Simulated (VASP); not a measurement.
# Ta (P6_3/mmc) in VASP: a series of runs

The runs below take Ta through single point, with PBEsol.

Program: VASP 6.6.1. These are calculated values, not measurements. Logs are shortened: lines on timing, memory, paths and dates and some standing lists are left out, and cuts for length are marked.

## (1) The cell of the first run

It takes space group P6_3/mmc (No. 194, hexagonal). The conventional cell has a = 3.027 Å, b = 3.027 Å, c = 4.569 Å, α = 90.00°, β = 90.00°, γ = 120.00°. Ta (site symmetry -6m2) has 12 Ta at 2.88 to 3.03 Å within 3.8 Å.

This isn't the form of Ta at room conditions, which is bcc.

## (2) Single point, PBEsol

Input file INCAR:

```
PREC = Accurate
ENCUT = 520
EDIFF = 1E-6
ISMEAR = 0
SIGMA = 0.15
LREAL = F
LASPH = T
NELM = 100
ALGO = Fast
ISIF = 2
LWAVE = F
LCHARG = F
GGA = PS
NBANDS = 18
```

Input file KPOINTS:

```
regular mesh
0
Gamma
  24 24 14
```

Input file POSCAR:

```
Ta
1.0
    3.0265296946      0.0000000000      0.0000000000
   -1.5132648473      2.6210516008      0.0000000000
    0.0000000000      0.0000000000      4.5686137387
Ta
2
Direct
    0.6666666667      0.3333333333      0.7500000000
    0.3333333333      0.6666666667      0.2500000000
```

Potentials or basis: VASP PAW PBE potentials, release 64 (Ta_pv).

Launch:

```bash
cat potpaw_PBE.64/Ta_pv/POTCAR > POTCAR
mpirun -np 1 vasp_std > vasp.out
```

OUTCAR:

```text
PREC = Accurate
   ENCUT = 520
   EDIFF = 1E-6
   ISMEAR = 0
   LREAL = F
   LASPH = T
   NELM = 100
   ISIF = 2
   GGA = PS

 ion  position               nearest neighbor table
   1  0.667  0.333  0.750-   2 2.88   2 2.88   2 2.88   2 2.88   2 2.88   2 2.88
   2  0.333  0.667  0.250-   1 2.88   1 2.88   1 2.88   1 2.88   1 2.88   1 2.88

  LATTYP: Found a hexagonal cell.
 ALAT       =     3.0265296946
 C/A-ratio  =     1.5095221920

  Lattice vectors:

 A1 = (   3.0265296946,   0.0000000000,   0.0000000000)
 A2 = (  -1.5132648473,   2.6210516008,   0.0000000000)
 A3 = (   0.0000000000,   0.0000000000,   4.5686137387)

Analysis of symmetry for initial positions (statically):
=====================================================================
 Subroutine PRICEL returns:
 Original cell was already a primitive cell.

 Routine SETGRP: Setting up the symmetry group for a
 hexagonal supercell.

 Subroutine GETGRP returns: Found 24 space group operations
 (whereof 12 operations were pure point group operations)
 out of a pool of 24 trial point group operations.

The static configuration has the point symmetry D_3d.
 The point group associated with its full space group is D_6h.

Analysis of symmetry for dynamics (positions and initial velocities):
=====================================================================
 Subroutine PRICEL returns:
 Original cell was already a primitive cell.

 Routine SETGRP: Setting up the symmetry group for a
 hexagonal supercell.

 Subroutine GETGRP returns: Found 24 space group operations
 (whereof 12 operations were pure point group operations)
 out of a pool of 24 trial point group operations.

The dynamic configuration has the point symmetry D_3d.
 The point group associated with its full space group is D_6h.

 Subroutine INISYM returns: Found 24 space group operations
 (whereof 12 operations are pure point group operations),
 and found     1 'primitive' translations

----------------------------------------------------------------------------------------

                                     Primitive cell

  volume of cell :      36.2414

  direct lattice vectors                    reciprocal lattice vectors
     3.026529695  0.000000000  0.000000000     0.330411429  0.190763127  0.000000000
    -1.513264847  2.621051601  0.000000000     0.000000000  0.381526254  0.000000000
[... 78 lines left out ...]
   ICHARG =      2    charge: 1-file 2-atom 10-const
   ISPIN  =      1    spin polarized calculation?
   LNONCOLLINEAR =      F non collinear calculations
   LSORBIT =      F    spin-orbit coupling
   LASPH  =      T    aspherical Exc in radial PAW
   ENCUT  =  520.0 eV  38.22 Ry    6.18 a.u.   5.63  5.63  8.49*2*pi/ulx,y,z
   NELM   =    100;   NELMIN=  2; NELMDL= -5     # of ELM steps
   EDIFF  = 0.1E-05   stopping-criterion for ELM
   LREAL  =      F    real-space projection
   EDIFFG = 0.1E-04   stopping-criterion for IOM
   NSW    =      0    number of steps for IOM
   IBRION =     -1    ionic relax: 0-MD 1-quasi-New 2-CG
   NFREE  =      0    steps in history (QN), initial steepest desc. (CG)
   ISIF   =      2    stress and relaxation
   ISYM   =      2    0-nonsym 1-usesym 2-fastsym
   POTIM  = 0.5000    time-step for ionic-motion
   TEBEG  =    0.0;   TEEND  =   0.0 temperature during run
   PSTRESS=    0.0 pullay stress
   NELECT =      22.0000    total number of electrons
   NUPDOWN=      -1.0000    fix difference up-down
   EMIN   =  10.00;   EMAX   =-10.00  energy-range for DOS
   EFERMI =   0.00;   METHOD = LEGACY
   ISMEAR =     0;   SIGMA  =   0.15  broadening in eV -4-tet -1-fermi 0-gaus
   EFERMI_NEDOS =   21; number of points for ismear=-14 and -15
   IALGO  =     68    algorithm
   IMIX   =      4    mixing-type and parameters
     AMIX     =   0.40;   BMIX     =  1.00
     AMIX_MAG =   1.60;   BMIX_MAG =  1.00
  volume/ion in A,a.u.               =      18.12       122.28
  Fermi-wavevector in a.u.,A,eV,Ry     =   1.386162  2.619467 26.142858  1.921446
  Thomas-Fermi vector in A             =   2.510504
   LORBIT       =      0    0 simple, 1 ext, 2 COOP (PROOUT), +10 PAW based schemes
   GGA     = PS    functional components
   LHFCALC =     F    Hartree Fock is set to
   AEXX    =    0.0000 exact exchange contribution
   IVDW    =     0    specifies the selected vdW correction
   LEPSILON=     F    determine dielectric tensor
   LRPA    =     F    only Hartree local field effects (RPA)
 non-spin polarized calculation
 RMM-DIIS sequential band-by-band and
 Gauss-broadening in eV      SIGMA  =   0.15
  energy-cutoff  :      520.00
  volume of cell :       36.24
 maximum number of plane-waves:      1001
 NGX is ok and might be reduce to    24

 number of electron      22.0000000 magnetization

 Free energy of the ion-electron system (eV)
  ---------------------------------------------------
  ext. energy  EPLUGINS =         0.00000000
  ---------------------------------------------------
  free energy    TOTEN  =       -24.28591990 eV

  energy without entropy =      -24.25615063  energy(sigma->0) =      -24.27103526

 E-fermi :   5.8142     XC(G=0): -12.6849

 val. band max:        5.8076422054   @ k =   0.3333   0.0417   0.2143
 cond. band min:       5.8165444201   @ k =   0.3750   0.2083   0.2857
 fundamental gap:      0.0089022146
 Fermi energy:         5.8142143898

 k-point     1 :       0.0000    0.0000    0.0000
  band No.  band energies     occupation
      1     -28.9082      2.00000
      2     -28.0230      2.00000
      3     -28.0230      2.00000
      4     -27.7951      2.00000
      5     -27.7951      2.00000
      6     -27.5559      2.00000
[... 481 lines left out ...]
      5     -27.9312      2.00000
      6     -27.8942      2.00000
[... 10 lines left out ...]
     17      12.7036      0.00000
     18      13.6383      0.00000

 [... further k-points ...]
[... 5 lines left out ...]
  --------------------------------------------------------------------------------------
  -------------------------------------------------------------------------------------
  Total       -0.8377219     -0.8377219      2.0674577      0.0000000      0.0000000     -0.0000000
  in kB      -37.0344171    -37.0344171     91.3991706      0.0000000      0.0000000     -0.0000000
  external PRESSURE =       5.7767788 kB  Pullay stress =       0.0000000 kB

 VOLUME and BASIS-vectors are now :
 -----------------------------------------------------------------------------
  energy-cutoff  :      520.00
  volume of cell :       36.24
      direct lattice vectors                 reciprocal lattice vectors
     3.026529695  0.000000000  0.000000000     0.330411429  0.190763127  0.000000000
    -1.513264847  2.621051601  0.000000000     0.000000000  0.381526254  0.000000000
     0.000000000  0.000000000  4.568613739     0.000000000  0.000000000  0.218884777

 POSITION                                       TOTAL-FORCE (eV/Angst)
 -----------------------------------------------------------------------------------
      1.51326      0.87368      3.42646        -0.000000      0.000000      0.000000
     -0.00000      1.74737      1.14215         0.000000     -0.000000      0.000000
 -----------------------------------------------------------------------------------
    total drift:                               -0.000000      0.000000     -0.000000

  FREE ENERGIE OF THE ION-ELECTRON SYSTEM (eV)
  ---------------------------------------------------
  free  energy   TOTEN  =       -24.2859198991 eV

  energy  without entropy=      -24.2561506279  energy(sigma->0) =      -24.27103526
```

stdout:

```text
POSCAR found type information on POSCAR Ta
 POSCAR found :  1 types and       2 ions
 scaLAPACK will be used
 -----------------------------------------------------------------------------
|                                                                             |
|                                                                             |
|     You enforced a specific xc type in the INCAR file but a different       |
|     I HOPE YOU KNOW WHAT YOU ARE DOING!                                     |
|                                                                             |
 -----------------------------------------------------------------------------

 LDA part: xc-table for (Slater+PW92), standard interpolation
 POSCAR, INCAR and KPOINTS ok, starting setup
 FFT: planning ... GRIDC
 FFT: planning ... GRID_SOFT
 FFT: planning ... GRID
 WAVECAR not read
 entering main loop
WARNING in EDDRMM: call to ZHEGV failed, returncode =   8  4     16
```

It took 2.8 min on 1 thread of Intel Xeon Platinum 8488C (Sapphire Rapids), shared host; peak memory 0.36 GiB.

What came out:

```
Free energy            : -24.2859 eV
Pressure               : 0.6 GPa
Band gap on the k mesh : zero (bands 11 and 12 overlap by 2.13 eV)
```

Levels at points of the mesh, in eV from the Fermi level:
| k point | band 8 | band 9 | band 10 | band 11 | band 12 | band 13 | band 14 | band 15 |
| --- | --- | --- | --- | --- | --- | --- | --- | --- |
| (0.00, 0.00, 0.00) | -4.82 | 0.10 | 0.10 | 1.13 | 1.16 | 1.16 | 1.49 | 1.52 |
| (0.50, 0.00, 0.00) | -4.11 | -3.28 | -1.17 | -0.50 | 0.68 | 1.44 | 5.19 | 5.92 |
| (0.00, 0.00, 0.50) | -6.04 | -0.34 | -0.34 | -0.15 | -0.15 | -0.15 | -0.15 | 4.46 |
| (0.50, 0.00, 0.50) | -4.54 | -1.91 | -1.91 | 1.34 | 1.34 | 1.85 | 1.85 | 5.62 |

Caveat: the stress differs along the axes, from -4 to 9 GPa; the PAW data sets were made with another functional, which shifts forces and pressure a little; spin-orbit coupling is left out, which moves the levels of the heavy elements.

## (3) Single point, PBEsol

This run uses another cell than the first one, of the same volume but with other edges.

Input file INCAR:

```
SYSTEM = Ta
ALGO     = Fast           ! electronic algorithm
EDIFF    = 1E-6           ! SCF threshold, eV
ENCUT    = 520            ! plane-wave cutoff, eV
GGA      = PS             ! functional
ISIF     = 2              ! what is computed and relaxed
ISMEAR   = 0              ! smearing method
LASPH    = .TRUE.         ! aspherical terms in the spheres
LCHARG   = .FALSE.        ! write CHGCAR
LREAL    = .FALSE.        ! projectors in reciprocal space
LWAVE    = .FALSE.        ! write WAVECAR
NBANDS   = 18             ! bands
NELM     = 100            ! most SCF steps
PREC     = Accurate       ! precision mode
SIGMA    = 0.15           ! smearing width, eV
```

Input file KPOINTS:

```
k-points
0
G
  24 24 14
  0 0 0
```

Input file POSCAR:

```
Ta
1.0
    2.6978895496      0.0000000000      0.0000000000
   -1.3489447748      2.3364408866      0.0000000000
    0.0000000000      0.0000000000      5.7494458540
Ta
2
Direct
    0.6666666667      0.3333333333      0.7500000000
    0.3333333333      0.6666666667      0.2500000000
```

Potentials or basis: VASP PAW PBE potentials, release 64 (Ta_pv).

Launch:

```bash
cat potpaw_PBE.64/Ta_pv/POTCAR > POTCAR
mpirun -np 1 vasp_std > vasp.out
```

It took 3.5 min on 1 thread of Intel Xeon Platinum 8488C (Sapphire Rapids), shared host; peak memory 0.36 GiB.

Results (log left out):

| Property | Result |
| --- | --- |
| Free energy | -23.9153 eV |
| Pressure | 8.3 GPa |
| Band gap on the k mesh | zero (bands 11 and 12 overlap by 3.14 eV) |

Stress tensor (GPa, compression positive):
```
 23.96   0.00   0.00
  0.00  23.96   0.00
  0.00   0.00 -23.03
```

Levels at points of the mesh, in eV from the Fermi level:
```tsv
k point	band 8	band 9	band 10	band 11	band 12	band 13	band 14	band 15
(0.00, 0.00, 0.00)	-5.60	-2.27	-1.22	0.82	0.82	1.08	1.08	4.67
(0.50, 0.00, 0.00)	-4.41	-3.69	-1.48	0.03	0.49	2.32	5.11	6.84
(0.00, 0.00, 0.50)	-6.83	-2.24	-2.24	0.91	0.91	0.91	0.91	5.31
(0.50, 0.00, 0.50)	-4.63	-3.00	-3.00	2.01	2.01	3.48	3.48	4.77
```

Caveat: the stress differs along the axes, from -23 to 24 GPa; the PAW data sets were made with another functional, which shifts forces and pressure a little; spin-orbit coupling is left out, which moves the levels of the heavy elements.

## (4) Single point, PBEsol

This run uses another cell than the first one, of the same volume but with other edges.

Input file INCAR:

```
SYSTEM = Ta
ALGO = Fast
EDIFF = 1E-6
ENCUT = 520
GGA = PS
ISIF = 2
ISMEAR = 0
LASPH = .True.
LCHARG = .False.
LREAL = .False.
LWAVE = .False.
NBANDS = 18
NELM = 80
PREC = Accurate
SIGMA = 0.15
```

Input file KPOINTS:

```
k-points
0
Gamma
  24 24 14
  0 0 0
```

Input file POSCAR:

```
Ta
1.0
    2.9477363623      0.0000000000      0.0000000000
   -1.4738681811      2.5528145734      0.0000000000
    0.0000000000      0.0000000000      4.8161171512
Ta
2
Direct
    0.6666666667      0.3333333333      0.7500000000
    0.3333333333      0.6666666667      0.2500000000
```

Launch:

```bash
cat potpaw_PBE.64/Ta_pv/POTCAR > POTCAR
mpirun -np 1 vasp_std > vasp.out
```

Wall time 2.5 min (1 thread of Intel Xeon Platinum 8488C (Sapphire Rapids), shared host); peak memory 0.36 GiB.

It converged, with:

| Property | Result |
| --- | --- |
| Free energy | -24.4363 eV |
| Pressure | -0.1 GPa |
| Band gap on the k mesh | zero (bands 11 and 12 overlap by 2.19 eV) |

Stress tensor (GPa, compression positive):
```
-3.98  0.00  0.00
 0.00 -3.98  0.00
 0.00  0.00  7.77
```

Levels at points of the mesh, in eV from the Fermi level:
```
           k point  band 7  band 8  band 9  band 10  band 11  band 12  band 13  band 14  band 15  band 16
(0.00, 0.00, 0.00)   -8.41   -4.90    0.26     0.34     0.34     0.71     1.16     1.16     2.22     2.22
(0.50, 0.00, 0.00)   -4.23   -4.04   -3.43    -0.82     0.10     0.12     0.95     5.90     6.17     6.40
(0.00, 0.00, 0.50)   -6.26   -6.26   -0.78    -0.78     0.27     0.27     0.27     0.27     4.42     4.42
(0.50, 0.00, 0.50)   -4.54   -4.54   -2.18    -2.18     1.43     1.43     2.22     2.22     6.08     6.08
```

Caveat: the stress differs along the axes, from -4 to 8 GPa; the PAW data sets were made with another functional, which shifts forces and pressure a little; spin-orbit coupling is left out, which moves the levels of the heavy elements.

## (5) Single point, PBEsol

This run uses another cell than the first one, of the same volume but with other edges.

Input file INCAR:

```
SYSTEM = Ta
PREC = Accurate
ENCUT = 520
EDIFF = 1E-7
ISMEAR = 0
SIGMA = 0.15
LREAL = .FALSE.
LASPH = .TRUE.
NELM = 80
ALGO = Fast
ISIF = 2
LWAVE = .FALSE.
LCHARG = .FALSE.
GGA = PS
NBANDS = 18
```

Input file KPOINTS:

```
regular mesh
0
G
  24 24 14
  0 0 0
```

Input file POSCAR:

```
Ta
1.0
    2.7772843879      0.0000000000      0.0000000000
   -1.3886421940      2.4051988335      0.0000000000
    0.0000000000      0.0000000000      5.4254231278
Ta
2
Direct
    0.6666666667      0.3333333333      0.7500000000
    0.3333333333      0.6666666667      0.2500000000
```

Launch:

```bash
cat potpaw_PBE.64/Ta_pv/POTCAR > POTCAR
mpirun -np 1 vasp_std > vasp.out
```

It took 3.5 min on 1 thread of Intel Xeon Platinum 8488C (Sapphire Rapids), shared host; peak memory 0.36 GiB.

Results (log left out):

| Quantity | Value |
| --- | --- |
| Free energy | -24.3662 eV |
| Pressure | 2.6 GPa |
| Band gap on the k mesh | zero (bands 11 and 12 overlap by 2.77 eV) |

Stress tensor (GPa, compression positive):
```
 10.11   0.00   0.00
  0.00  10.11   0.00
  0.00   0.00 -12.45
```

Levels at points of the mesh, in eV from the Fermi level:
```
           k point  band 9  band 10  band 11  band 12  band 13  band 14
(0.00, 0.00, 0.00)   -1.50    -0.66     0.76     0.76     1.16     1.16
(0.50, 0.00, 0.00)   -3.58    -0.94     0.08     0.20     1.64     5.41
(0.00, 0.00, 0.50)   -1.72    -1.72     0.86     0.86     0.86     0.86
(0.50, 0.00, 0.50)   -2.70    -2.70     1.85     1.85     3.12     3.12
```

Caveat: the stress differs along the axes, from -12 to 10 GPa; the PAW data sets were made with another functional, which shifts forces and pressure a little; spin-orbit coupling is left out, which moves the levels of the heavy elements.

## (6) The runs side by side

```csv
cell,further INCAR settings,gap on the mesh (eV),pressure (GPa)
"a = 3.027, b = 3.027, c = 4.569 Å, angles 90.0, 90.0, 120.0°, 2 atoms",ALGO = Fast; EDIFF = 1e-06; NBANDS = 18,none,0.6
"a = 2.698, b = 2.698, c = 5.749 Å, angles 90.0, 90.0, 120.0°, 2 atoms",ALGO = Fast; EDIFF = 1e-06; NBANDS = 18,none,8.3
"a = 2.948, b = 2.948, c = 4.816 Å, angles 90.0, 90.0, 120.0°, 2 atoms",ALGO = Fast; EDIFF = 1e-06; NBANDS = 18,none,-0.1
"a = 2.777, b = 2.777, c = 5.425 Å, angles 90.0, 90.0, 120.0°, 2 atoms",ALGO = Fast; EDIFF = 1e-07; NBANDS = 18,none,2.6
```

Alike in all rows: task single point; level PBEsol; potentials or basis VASP PAW PBE potentials, release 64 (Ta_pv); no spin polarisation; k mesh 24 × 24 × 14; cutoff (eV) 520; smearing gaussian 0.15 eV.

Caveats: the PAW data sets were made with another functional, which shifts forces and pressure a little; spin-orbit coupling is left out, which moves the levels of the heavy elements; the stress differs along the axes, from -4 to 9 GPa (at least some runs); the stress differs along the axes, from -23 to 24 GPa (at least some runs); the stress differs along the axes, from -4 to 8 GPa (at least some runs); the stress differs along the axes, from -12 to 10 GPa (at least some runs).

Total energies depend on the potentials used, so only differences within one code and one set of settings carry meaning.
